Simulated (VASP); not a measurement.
# Bi (P2/m) in VASP: further runs

The runs below take Bi through single point, with PBEsol.

Program: VASP 6.6.1. These are calculated values, not measurements. Logs are shortened: lines on timing, memory, paths and dates and some standing lists are left out, and cuts for length are marked.

## Step 1: The cell of the first run

Symmetry: P2/m, No. 10, monoclinic system. Conventional cell: a = 3.225 Å, b = 3.220 Å, c = 6.421 Å, α = 90.00°, β = 90.07°, γ = 90.00°. Within 4.2 Å of Bi (site symmetry m) lie 6 Bi at 3.22 to 3.23 Å.

## Step 2: Single point, PBEsol

The input, INCAR:

```
ALGO     = Normal         # electronic algorithm
EDIFF    = 1E-6           # SCF threshold, eV
ENCUT    = 520            # plane-wave cutoff, eV
GGA      = PS             # functional
ISIF     = 2              # what is computed and relaxed
ISMEAR   = 0              # smearing method
LASPH    = True           # aspherical terms in the spheres
LCHARG   = False          # write CHGCAR
LREAL    = False          # projectors in reciprocal space
LWAVE    = False          # write WAVECAR
NBANDS   = 22             # bands
NELM     = 100            # most SCF steps
PREC     = Accurate       # precision mode
SIGMA    = 0.1            # smearing width, eV
```

The input, KPOINTS:

```
k-points
0
Gamma
  18 18 10
```

The input, POSCAR:

```
Bi
1.0
    3.2247632659      0.0000000000      0.0180593310
    0.0000000000      3.2202708848      0.0000000000
   -0.0441812833      0.0000000000      6.4204004565
Bi
2
Direct
    0.4456685655      0.0000000000      0.2500014169
    0.5543314345      0.0000000000      0.7499985831
```

Potentials or basis: VASP PAW PBE potentials, release 64 (Bi_d).

Run with:

```
cat potpaw_PBE.64/Bi_d/POTCAR > POTCAR
mpirun -np 1 vasp_std > vasp.out
```

OUTCAR:

```text
EDIFF = 1E-6
   ENCUT = 520
   GGA = PS
   ISIF = 2
   ISMEAR = 0
   LASPH = True
   LREAL = False
   NELM = 100
   PREC = Accurate

 ion  position               nearest neighbor table
   1  0.446  0.000  0.250-   2 3.23   2 3.23
   2  0.554  0.000  0.750-   1 3.23   1 3.23

  LATTYP: Found a simple monoclinic cell.
 ALAT       =     3.2248138335
 B/A-ratio  =     0.9985912524
 C/A-ratio  =     1.9909839143
 COS(beta)  =    -0.0012811365

  Lattice vectors:

 A1 = (   3.2247632659,   0.0000000000,   0.0180593310)
 A2 = (   0.0000000000,   3.2202708848,   0.0000000000)
 A3 = (  -0.0441812833,   0.0000000000,   6.4204004565)

Analysis of symmetry for initial positions (statically):
=====================================================================
 Subroutine PRICEL returns:
 Original cell was already a primitive cell.

 Routine SETGRP: Setting up the symmetry group for a
 simple monoclinic supercell.

 Subroutine GETGRP returns: Found  4 space group operations
 (whereof  4 operations were pure point group operations)
 out of a pool of  4 trial point group operations.

The static configuration has the point symmetry C_2h.

Analysis of symmetry for dynamics (positions and initial velocities):
=====================================================================
 Subroutine PRICEL returns:
 Original cell was already a primitive cell.

 Routine SETGRP: Setting up the symmetry group for a
 simple monoclinic supercell.

 Subroutine GETGRP returns: Found  4 space group operations
 (whereof  4 operations were pure point group operations)
 out of a pool of  4 trial point group operations.

The dynamic configuration has the point symmetry C_2h.

 Subroutine INISYM returns: Found  4 space group operations
 (whereof  4 operations are pure point group operations),
 and found     1 'primitive' translations

----------------------------------------------------------------------------------------

                                     Primitive cell

  volume of cell :      66.6759

  direct lattice vectors                    reciprocal lattice vectors
     3.224763266  0.000000000  0.018059331     0.310088333  0.000000000  0.002133839
     0.000000000  3.220270885  0.000000000     0.000000000  0.310532882  0.000000000
    -0.044181283  0.000000000  6.420400457    -0.000872218  0.000000000  0.155747522

  length of vectors
     3.224813833  3.220270885  6.420552469     0.310095674  0.310532882  0.155749965

  position of ions in fractional coordinates (direct lattice)
     0.445668566  0.000000000  0.250001417
     0.554331434  0.000000000  0.749998583

  ion indices of the primitive-cell ions
   primitive index   ion index
                 1           1
                 2           2

----------------------------------------------------------------------------------------

 KPOINTS: k-points

Automatic generation of k-mesh.
 Grid dimensions read from file:
 generate k-points for:   18   18   10

 Generating k-lattice:

  Cartesian coordinates                     Fractional coordinates (reciprocal lattice)
     0.017227130  0.000000000  0.000118547     0.055555556  0.000000000  0.000000000
     0.000000000  0.017251827  0.000000000     0.000000000  0.055555556  0.000000000
    -0.000087222  0.000000000  0.015574752     0.000000000  0.000000000  0.100000000

  Length of vectors
     0.017227537  0.017251827  0.015574996

  Shift w.r.t. Gamma in fractional coordinates (k-lattice)
     0.000000000  0.000000000  0.000000000

 Subroutine IBZKPT returns following result:
 ===========================================

 Found    920 irreducible k-points:

 Following reciprocal coordinates:
            Coordinates               Weight
  0.000000  0.000000  0.000000      1.000000
  0.055556  0.000000  0.000000      2.000000
  0.111111  0.000000  0.000000      2.000000
  0.166667  0.000000  0.000000      2.000000
  0.222222  0.000000  0.000000      2.000000
  0.277778  0.000000 -0.000000      2.000000
[... 16 lines left out ...]
  0.111111  0.111111  0.000000      4.000000
  0.166667  0.111111  0.000000      4.000000
 [... further k-points ...]
   k-points           NKPTS =    920   k-points in BZ     NKDIM =    920   number of bands    NBANDS=     22
   number of dos      NEDOS =    301   number of ions     NIONS =      2
   total plane-waves  NPLWV =  27648
   dimension x,y,z NGX =    24 NGY =   24 NGZ =   48
   dimension x,y,z NGXF=    48 NGYF=   48 NGZF=   96
   ions per type =               2
   NGX,Y,Z   is equivalent  to a cutoff of  12.37, 12.39, 12.43 a.u.
   NGXF,Y,Z  is equivalent  to a cutoff of  24.75, 24.78, 24.86 a.u.
 SYSTEM =  unknown system
   PREC   = accura    normal or accurate (medium, high low for compatibility)
   ISTART =      0    job   : 0-new  1-cont  2-samecut
   ICHARG =      2    charge: 1-file 2-atom 10-const
   ISPIN  =      1    spin polarized calculation?
   LNONCOLLINEAR =      F non collinear calculations
   LSORBIT =      F    spin-orbit coupling
   LASPH  =      T    aspherical Exc in radial PAW
   ENCUT  =  520.0 eV  38.22 Ry    6.18 a.u.   6.00  5.99 11.94*2*pi/ulx,y,z
   NELM   =    100;   NELMIN=  2; NELMDL= -5     # of ELM steps
   EDIFF  = 0.1E-05   stopping-criterion for ELM
   LREAL  =      F    real-space projection
   EDIFFG = 0.1E-04   stopping-criterion for IOM
   NSW    =      0    number of steps for IOM
   IBRION =     -1    ionic relax: 0-MD 1-quasi-New 2-CG
   NFREE  =      0    steps in history (QN), initial steepest desc. (CG)
   ISIF   =      2    stress and relaxation
   ISYM   =      2    0-nonsym 1-usesym 2-fastsym
   POTIM  = 0.5000    time-step for ionic-motion
   TEBEG  =    0.0;   TEEND  =   0.0 temperature during run
   PSTRESS=    0.0 pullay stress
   NELECT =      30.0000    total number of electrons
   NUPDOWN=      -1.0000    fix difference up-down
   EMIN   =  10.00;   EMAX   =-10.00  energy-range for DOS
   EFERMI =   0.00;   METHOD = LEGACY
   ISMEAR =     0;   SIGMA  =   0.10  broadening in eV -4-tet -1-fermi 0-gaus
   EFERMI_NEDOS =   21; number of points for ismear=-14 and -15
   IALGO  =     38    algorithm
   IMIX   =      4    mixing-type and parameters
     AMIX     =   0.40;   BMIX     =  1.00
     AMIX_MAG =   1.60;   BMIX_MAG =  1.00
  volume/ion in A,a.u.               =      33.34       224.98
  Fermi-wavevector in a.u.,A,eV,Ry     =   1.254466  2.370597 21.411282  1.573685
  Thomas-Fermi vector in A             =   2.388270
   LORBIT       =      0    0 simple, 1 ext, 2 COOP (PROOUT), +10 PAW based schemes
   GGA     = PS    functional components
   LHFCALC =     F    Hartree Fock is set to
   AEXX    =    0.0000 exact exchange contribution
   IVDW    =     0    specifies the selected vdW correction
   LEPSILON=     F    determine dielectric tensor
   LRPA    =     F    only Hartree local field effects (RPA)
 non-spin polarized calculation
 Gauss-broadening in eV      SIGMA  =   0.10
  energy-cutoff  :      520.00
  volume of cell :       66.68
 maximum number of plane-waves:      1824
   NGX = 11   NGY = 11   NGZ = 23

 number of electron      30.0000013 magnetization

 Free energy of the ion-electron system (eV)
  ---------------------------------------------------
  ext. energy  EPLUGINS =         0.00000000
  ---------------------------------------------------
  free energy    TOTEN  =        -8.55738850 eV

  energy without entropy =       -8.55262942  energy(sigma->0) =       -8.55500896

 E-fermi :   6.7670     XC(G=0):  -9.9905

 val. band max:        6.7642394787   @ k =   0.0556   0.2222   0.4000
 cond. band min:       6.7670071923   @ k =  -0.0556   0.2222   0.4000
 fundamental gap:      0.0027677136
 Fermi energy:         6.7669641372

 k-point     1 :       0.0000    0.0000    0.0000
  band No.  band energies     occupation
      1     -16.1471      2.00000
      2     -16.1356      2.00000
      3     -16.1327      2.00000
      4     -15.8808      2.00000
      5     -15.8755      2.00000
      6     -15.8634      2.00000
[... 14 lines left out ...]
     21      15.0135      0.00000
     22      16.5847      0.00000

 k-point     2 :       0.0556    0.0000    0.0000
  band No.  band energies     occupation
      1     -16.1438      2.00000
      2     -16.1297      2.00000
      3     -16.1260      2.00000
      4     -15.8805      2.00000
      5     -15.8793      2.00000
      6     -15.8602      2.00000
[... 14 lines left out ...]
     21      15.3259      0.00000
     22      16.0849      0.00000

 k-point     3 :       0.1111    0.0000    0.0000
  band No.  band energies     occupation
      1     -16.1405      2.00000
      2     -16.1079      2.00000
      3     -16.1061      2.00000
      4     -15.8900      2.00000
      5     -15.8796      2.00000
      6     -15.8503      2.00000
[... 14 lines left out ...]
     21      14.9710      0.00000
     22      16.4308      0.00000

 k-point     4 :       0.1667    0.0000    0.0000
  band No.  band energies     occupation
      1     -16.1378      2.00000
      2     -16.0819      2.00000
      3     -16.0681      2.00000
      4     -15.9063      2.00000
      5     -15.8782      2.00000
      6     -15.8326      2.00000
[... 14 lines left out ...]
     21      14.9895      0.00000
     22      17.2295      0.00000

 k-point     5 :       0.2222    0.0000    0.0000
  band No.  band energies     occupation
      1     -16.1349      2.00000
      2     -16.0546      2.00000
      3     -16.0209      2.00000
      4     -15.9262      2.00000
      5     -15.8765      2.00000
      6     -15.8410      2.00000
[... 417 lines left out ...]
 k-point    22 :       0.0556    0.1111    0.0000
  band No.  band energies     occupation
      1     -16.1280      2.00000
      2     -16.1092      2.00000
      3     -16.1009      2.00000
      4     -15.8947      2.00000
      5     -15.8781      2.00000
      6     -15.8467      2.00000
[... 14 lines left out ...]
     21      15.3954      0.00000
     22      16.4251      0.00000

 k-point    23 :       0.1111    0.1111    0.0000
  band No.  band energies     occupation
      1     -16.1170      2.00000
      2     -16.0933      2.00000
      3     -16.0807      2.00000
      4     -15.8938      2.00000
      5     -15.8886      2.00000
      6     -15.8387      2.00000
[... 14 lines left out ...]
     21      15.5462      0.00000
     22      16.2799      0.00000

 k-point    24 :       0.1667    0.1111    0.0000
  band No.  band energies     occupation
      1     -16.1126      2.00000
      2     -16.0566      2.00000
      3     -16.0520      2.00000
      4     -15.9051      2.00000
      5     -15.8922      2.00000
      6     -15.8262      2.00000
[... 14 lines left out ...]
     21      15.4719      0.00000
     22      16.5442      0.00000

 [... further k-points ...]
[... 5 lines left out ...]
  --------------------------------------------------------------------------------------
  -------------------------------------------------------------------------------------
  Total       -0.0263766     -0.0294208     -0.0288963      0.0000000      0.0000000      0.0035012
  in kB       -0.6338106     -0.7069611     -0.6943581      0.0000000      0.0000000      0.0841313
  external PRESSURE =      -0.6783766 kB  Pullay stress =       0.0000000 kB

 VOLUME and BASIS-vectors are now :
 -----------------------------------------------------------------------------
  energy-cutoff  :      520.00
  volume of cell :       66.68
      direct lattice vectors                 reciprocal lattice vectors
     3.224763266  0.000000000  0.018059331     0.310088333  0.000000000  0.002133839
     0.000000000  3.220270885  0.000000000     0.000000000  0.310532882  0.000000000
    -0.044181283  0.000000000  6.420400457    -0.000872218  0.000000000  0.155747522

 POSITION                                       TOTAL-FORCE (eV/Angst)
 -----------------------------------------------------------------------------------
      1.42613      0.00000      1.61316        -0.000970      0.000000      0.000040
      1.75445      0.00000      4.82530         0.000970      0.000000     -0.000040
 -----------------------------------------------------------------------------------
    total drift:                                0.000000     -0.000000      0.000000

  FREE ENERGIE OF THE ION-ELECTRON SYSTEM (eV)
  ---------------------------------------------------
  free  energy   TOTEN  =        -8.5573885031 eV

  energy  without entropy=       -8.5526294215  energy(sigma->0) =       -8.55500896
```

It took 9.7 min on 1 thread of AMD EPYC 7R43 (Zen 3), shared host; peak memory 0.96 GiB.

What came out:

| Item | Value |
| --- | --- |
| Free energy | -8.5574 eV |
| Pressure | -0.1 GPa |
| Band gap on the k mesh | zero (band 15 reaches 10.76 eV, above the bottom of band 16 at 4.32 eV) |

Caveat: the PAW data sets were made with another functional, which shifts forces and pressure a little; spin-orbit coupling is left out, which moves the levels of the heavy elements.

(Continued in part 2 of 2.)
